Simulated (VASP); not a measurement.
# N (Im-3m) in VASP: single point with LDA

Aim: the single point of N with LDA.

Everything below comes from runs of VASP 6.6.1. Logs are shortened: lines on timing, memory, paths and dates and some standing lists are left out, and cuts for length are marked.

## (1) The cell of the first run

The structure is cubic, space group Im-3m (No. 229). Conventional cell: a = 2.375 Å, b = 2.375 Å, c = 2.375 Å, α = 90.00°, β = 90.00°, γ = 90.00°. N (site symmetry m-3m) has 14 N at 2.06 to 2.38 Å within 2.7 Å.

## (2) Single point, LDA

INCAR reads:

```
PREC = Accurate ; ENCUT = 520
EDIFF = 1E-6 ; ISMEAR = -1
SIGMA = 0.13605693000000002 ; LREAL = False
LASPH = True ; NELM = 60
ALGO = Normal ; ISIF = 2
LWAVE = False ; LCHARG = True
GGA = CA ; LELF = True
LVHAR = True ; NBANDS = 8
```

KPOINTS reads:

```
Automatic mesh
0
Gamma
  18 18 18
```

POSCAR reads:

```
N
1.0
   -1.1877220268      1.1877220268      1.1877220268
    1.1877220268     -1.1877220268      1.1877220268
    1.1877220268      1.1877220268     -1.1877220268
N
1
Direct
    0.0000000000      0.0000000000      0.0000000000
```

Potentials or basis: VASP PAW LDA potentials, release 64 (N).

Run with:

```bash
> cat potpaw_LDA.64/N/POTCAR > POTCAR
> mpirun -np 1 vasp_std > vasp.out
```

OUTCAR:

```text
PREC = Accurate
   ENCUT = 520
   EDIFF = 1E-6
   ISMEAR = -1
   LREAL = False
   LASPH = True
   NELM = 60
   ISIF = 2
   GGA = CA

 ion  position               nearest neighbor table
   1  0.000  0.000  0.000-

  LATTYP: Found a body centered cubic cell.
 ALAT       =     2.3754440536

  Lattice vectors:

 A1 = (  -1.1877220268,   1.1877220268,   1.1877220268)
 A2 = (   1.1877220268,  -1.1877220268,   1.1877220268)
 A3 = (   1.1877220268,   1.1877220268,  -1.1877220268)

Analysis of symmetry for initial positions (statically):
=====================================================================
 Subroutine PRICEL returns:
 Original cell was already a primitive cell.

 Routine SETGRP: Setting up the symmetry group for a
 body centered cubic supercell.

 Subroutine GETGRP returns: Found 48 space group operations
[... 9 lines left out ...]

 Routine SETGRP: Setting up the symmetry group for a
 body centered cubic supercell.

 Subroutine GETGRP returns: Found 48 space group operations
[... 11 lines left out ...]
                                     Primitive cell

  volume of cell :       6.7020

  direct lattice vectors                    reciprocal lattice vectors
    -1.187722027  1.187722027  1.187722027     0.000000000  0.420973922  0.420973922
     1.187722027 -1.187722027  1.187722027     0.420973922  0.000000000  0.420973922
     1.187722027  1.187722027 -1.187722027     0.420973922  0.420973922  0.000000000

  length of vectors
     2.057194896  2.057194896  2.057194896     0.595347030  0.595347030  0.595347030

  position of ions in fractional coordinates (direct lattice)
     0.000000000  0.000000000  0.000000000

  ion indices of the primitive-cell ions
   primitive index   ion index
                 1           1

----------------------------------------------------------------------------------------

 KPOINTS: Automatic mesh

Automatic generation of k-mesh.
 Grid dimensions read from file:
 generate k-points for:   18   18   18

 Generating k-lattice:

  Cartesian coordinates                     Fractional coordinates (reciprocal lattice)
     0.000000000  0.023387440  0.023387440     0.055555556  0.000000000  0.000000000
     0.023387440  0.000000000  0.023387440     0.000000000  0.055555556  0.000000000
     0.023387440  0.023387440  0.000000000     0.000000000  0.000000000  0.055555556

  Length of vectors
     0.033074835  0.033074835  0.033074835

  Shift w.r.t. Gamma in fractional coordinates (k-lattice)
     0.000000000  0.000000000  0.000000000

 Subroutine IBZKPT returns following result:
 ===========================================

 Found    195 irreducible k-points:

 Following reciprocal coordinates:
            Coordinates               Weight
  0.000000  0.000000  0.000000      1.000000
  0.055556  0.000000  0.000000     12.000000
  0.111111  0.000000  0.000000     12.000000
  0.166667  0.000000  0.000000     12.000000
  0.222222  0.000000  0.000000     12.000000
  0.277778  0.000000  0.000000     12.000000
[... 16 lines left out ...]
  0.333333  0.111111  0.000000     48.000000
  0.388889  0.111111 -0.000000     48.000000
 [... further k-points ...]
   k-points           NKPTS =    195   k-points in BZ     NKDIM =    195   number of bands    NBANDS=      8
   number of dos      NEDOS =    301   number of ions     NIONS =      1
   total plane-waves  NPLWV =   4096
   dimension x,y,z NGX =    16 NGY =   16 NGZ =   16
   dimension x,y,z NGXF=    32 NGYF=   32 NGZF=   32
   ions per type =               1
   NGX,Y,Z   is equivalent  to a cutoff of  12.93, 12.93, 12.93 a.u.
   NGXF,Y,Z  is equivalent  to a cutoff of  25.86, 25.86, 25.86 a.u.
 SYSTEM =  unknown system
   PREC   = accura    normal or accurate (medium, high low for compatibility)
   ISTART =      0    job   : 0-new  1-cont  2-samecut
   ICHARG =      2    charge: 1-file 2-atom 10-const
   ISPIN  =      1    spin polarized calculation?
   LNONCOLLINEAR =      F non collinear calculations
   LSORBIT =      F    spin-orbit coupling
   LASPH  =      T    aspherical Exc in radial PAW
   ENCUT  =  520.0 eV  38.22 Ry    6.18 a.u.   3.83  3.83  3.83*2*pi/ulx,y,z
   NELM   =     60;   NELMIN=  2; NELMDL= -5     # of ELM steps
   EDIFF  = 0.1E-05   stopping-criterion for ELM
   LREAL  =      F    real-space projection
   EDIFFG = 0.1E-04   stopping-criterion for IOM
   NSW    =      0    number of steps for IOM
   IBRION =     -1    ionic relax: 0-MD 1-quasi-New 2-CG
   NFREE  =      0    steps in history (QN), initial steepest desc. (CG)
   ISIF   =      2    stress and relaxation
   ISYM   =      2    0-nonsym 1-usesym 2-fastsym
   POTIM  = 0.5000    time-step for ionic-motion
   TEBEG  =    0.0;   TEEND  =   0.0 temperature during run
   PSTRESS=    0.0 pullay stress
   NELECT =       5.0000    total number of electrons
   NUPDOWN=      -1.0000    fix difference up-down
   EMIN   =  10.00;   EMAX   =-10.00  energy-range for DOS
   EFERMI =   0.00;   METHOD = LEGACY
   ISMEAR =    -1;   SIGMA  =   0.14  broadening in eV -4-tet -1-fermi 0-gaus
   EFERMI_NEDOS =   21; number of points for ismear=-14 and -15
   IALGO  =     38    algorithm
   IMIX   =      4    mixing-type and parameters
     AMIX     =   0.40;   BMIX     =  1.00
     AMIX_MAG =   1.60;   BMIX_MAG =  1.00
  volume/ion in A,a.u.               =       6.70        45.23
  Fermi-wavevector in a.u.,A,eV,Ry     =   1.484784  2.805835 29.995191  2.204584
  Thomas-Fermi vector in A             =   2.598278
   LORBIT       =      0    0 simple, 1 ext, 2 COOP (PROOUT), +10 PAW based schemes
   GGA     = CA    functional components
   LHFCALC =     F    Hartree Fock is set to
   AEXX    =    0.0000 exact exchange contribution
   IVDW    =     0    specifies the selected vdW correction
   LEPSILON=     F    determine dielectric tensor
   LRPA    =     F    only Hartree local field effects (RPA)
 non-spin polarized calculation
  energy-cutoff  :      520.00
  volume of cell :        6.70
 maximum number of plane-waves:       189
   NGX =  7   NGY =  7   NGZ =  7

 number of electron       5.0000001 magnetization

 Free energy of the ion-electron system (eV)
  ---------------------------------------------------
  ext. energy  EPLUGINS =         0.00000000
  ---------------------------------------------------
  free energy    TOTEN  =        -5.01495347 eV

  energy without entropy =       -4.98450414  energy(sigma->0) =       -4.99972880

 E-fermi :   6.7203     XC(G=0): -13.5683

 val. band max:        6.7176728396   @ k =  -0.3333   0.3889   0.2778
 cond. band min:       6.7564017579   @ k =   0.5000   0.5000   0.1667
 fundamental gap:      0.0387289183
 Fermi energy:         6.7202944463

 k-point     1 :       0.0000    0.0000    0.0000
  band No.  band energies     occupation
      1     -14.6232      2.00000
      2      11.5608      0.00000
      3      11.5608      0.00000
      4      11.5608      0.00000
      5      33.8819      0.00000
      6      41.8778      0.00000
      7      41.8778      0.00000
      8      41.8778      0.00000

 k-point     2 :       0.0556    0.0000    0.0000
  band No.  band energies     occupation
      1     -14.4909      2.00000
      2      11.2645      0.00000
      3      11.4347      0.00000
      4      11.5386      0.00000
      5      33.9728      0.00000
      6      40.8018      0.00000
      7      40.9202      0.00000
      8      42.2759      0.00000

 k-point     3 :       0.1111    0.0000    0.0000
  band No.  band energies     occupation
      1     -14.0952      2.00000
      2      10.3996      0.00000
      3      11.0829      0.00000
      4      11.4735      0.00000
      5      34.1616      0.00000
      6      38.0820      0.00000
      7      39.0779      0.00000
      8      43.4401      0.00000

 k-point     4 :       0.1667    0.0000    0.0000
  band No.  band energies     occupation
      1     -13.4395      2.00000
      2       9.0325      0.00000
      3      10.5732      0.00000
      4      11.3717      0.00000
      5      33.8258      0.00000
      6      36.0162      0.00000
      7      37.2064      0.00000
      8      43.2030      0.00000

 k-point     5 :       0.2222    0.0000    0.0000
  band No.  band energies     occupation
      1     -12.5306      2.00000
      2       7.2614      0.03678
      3       9.9903      0.00000
      4      11.2438      0.00000
      5      32.0695      0.00000
      6      35.5373      0.00000
      7      35.9104      0.00000
      8      42.8231      0.00000

 k-point     6 :       0.2778    0.0000    0.0000
  band No.  band energies     occupation
      1     -11.3802      2.00000
      2       5.2073      1.99997
      3       9.4128      0.00000
      4      11.1042      0.00000
      5      30.2892      0.00000
      6      34.1395      0.00000
      7      36.3628      0.00000
      8      42.8508      0.00000

 k-point     7 :       0.3333    0.0000    0.0000
  band No.  band energies     occupation
      1     -10.0101      2.00000
      2       3.0025      2.00000
      3       8.9044      0.00000
      4      10.9695      0.00000
      5      28.9164      0.00000
      6      33.0392      0.00000
      7      36.8569      0.00000
      8      43.2211      0.00000
[... 133 lines left out ...]
 k-point    20 :       0.1667    0.1111    0.0000
  band No.  band energies     occupation
      1     -12.1445      2.00000
      2       6.9840      0.25172
      3       9.5346      0.00000
      4      10.8227      0.00000
      5      32.5156      0.00000
      6      33.9807      0.00000
      7      35.8692      0.00000
      8      42.9352      0.00000

 k-point    21 :       0.2222    0.1111    0.0000
  band No.  band energies     occupation
      1     -11.0016      2.00000
      2       5.1802      1.99998
      3       8.7467      0.00000
      4      10.6245      0.00000
      5      30.8798      0.00000
      6      33.3593      0.00000
      7      35.9944      0.00000
      8      43.2312      0.00000

 k-point    22 :       0.2778    0.1111    0.0000
  band No.  band energies     occupation
      1      -9.6429      2.00000
      2       3.1490      2.00000
      3       8.0769      0.00009
      4      10.4445      0.00000
      5      29.6477      0.00000
      6      32.7745      0.00000
      7      36.2914      0.00000
      8      43.6906      0.00000

 k-point    23 :       0.3333    0.1111    0.0000
  band No.  band energies     occupation
      1      -8.1190      2.00000
      2       1.0506      2.00000
      3       7.5787      0.00363
      4      10.2981      0.00000
      5      28.8000      0.00000
      6      32.3320      0.00000
      7      36.5980      0.00000
      8      44.2325      0.00000

 k-point    24 :       0.3889    0.1111   -0.0000
  band No.  band energies     occupation
      1      -6.5844      2.00000
      2      -0.8668      2.00000
      3       7.2735      0.03370
      4      10.2023      0.00000
      5      28.3062      0.00000
      6      32.0597      0.00000
      7      36.8292      0.00000
      8      44.7024      0.00000

 [... further k-points ...]
[... 5 lines left out ...]
  --------------------------------------------------------------------------------------
  -------------------------------------------------------------------------------------
  Total        0.0027616      0.0027616      0.0027616      0.0000000      0.0000000     -0.0000000
  in kB        0.6601911      0.6601911      0.6601911      0.0000000      0.0000000     -0.0000000
  external PRESSURE =       0.6601911 kB  Pullay stress =       0.0000000 kB

 VOLUME and BASIS-vectors are now :
 -----------------------------------------------------------------------------
  energy-cutoff  :      520.00
  volume of cell :        6.70
      direct lattice vectors                 reciprocal lattice vectors
    -1.187722027  1.187722027  1.187722027     0.000000000  0.420973922  0.420973922
     1.187722027 -1.187722027  1.187722027     0.420973922  0.000000000  0.420973922
     1.187722027  1.187722027 -1.187722027     0.420973922  0.420973922  0.000000000

 POSITION                                       TOTAL-FORCE (eV/Angst)
 -----------------------------------------------------------------------------------
      0.00000      0.00000      0.00000        -0.000000      0.000000     -0.000000
 -----------------------------------------------------------------------------------
    total drift:                                0.000000      0.000000     -0.000000

  FREE ENERGIE OF THE ION-ELECTRON SYSTEM (eV)
  ---------------------------------------------------
  free  energy   TOTEN  =        -5.0149534679 eV

  energy  without entropy=       -4.9845041359  energy(sigma->0) =       -4.99972880
```

Wall time 7.5 s (1 thread of Intel Xeon 6975P-C, shared host); peak memory 0.11 GiB.

What came out:

```
Free energy : -5.0150 eV
Pressure    : 0.1 GPa
```

Levels at points of the mesh, in eV from the Fermi level:
| k point | band 1 | band 2 | band 3 | band 4 | band 5 | band 6 | band 7 | band 8 |
| --- | --- | --- | --- | --- | --- | --- | --- | --- |
| (0.00, 0.00, 0.00) | -21.34 | 4.84 | 4.84 | 4.84 | 27.16 | 35.16 | 35.16 | 35.16 |
| (0.50, 0.00, 0.00) | -12.73 | -8.97 | 1.46 | 4.04 | 20.51 | 24.89 | 30.94 | 37.93 |
| (0.50, 0.50, 0.50) | -6.90 | -3.09 | -3.09 | -3.09 | 14.11 | 14.11 | 40.49 | 40.49 |
